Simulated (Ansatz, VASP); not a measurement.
K2S in VASP and in Ansatz

```
K S
1.0
     0.00000    3.69831    3.69831
     3.69831    0.00000    3.69831
     3.69831    3.69831    0.00000
K S
2 1
Direct
  0.25000 0.25000 0.25000
  0.75000 0.75000 0.75000
  0.00000 0.00000 0.00000
```

Alike in both runs: functional PBE; dispersion D4; k mesh 6 × 6 × 6; no spin polarisation.

Ansatz relaxed the structure, and its values are those at the end. VASP's run is a single point on that final structure, the one shown.

|  | VASP | Ansatz |
| --- | --- | --- |
| version | VASP 6.6.1 | Ansatz 0.2.0 |
| potentials or method | VASP PAW PBE potentials, release 64 (K_sv, S) | plane waves, PAW |
| plane-wave cutoff (eV) | 500 | 420 |
| occupations | gaussian, width 0.01 eV | fixed |
| valence electrons in the cell | 24 | 24 |

```tsv
	VASP	Ansatz	Ansatz less VASP
pressure (GPa)	0.1	0.0	-0.03
```
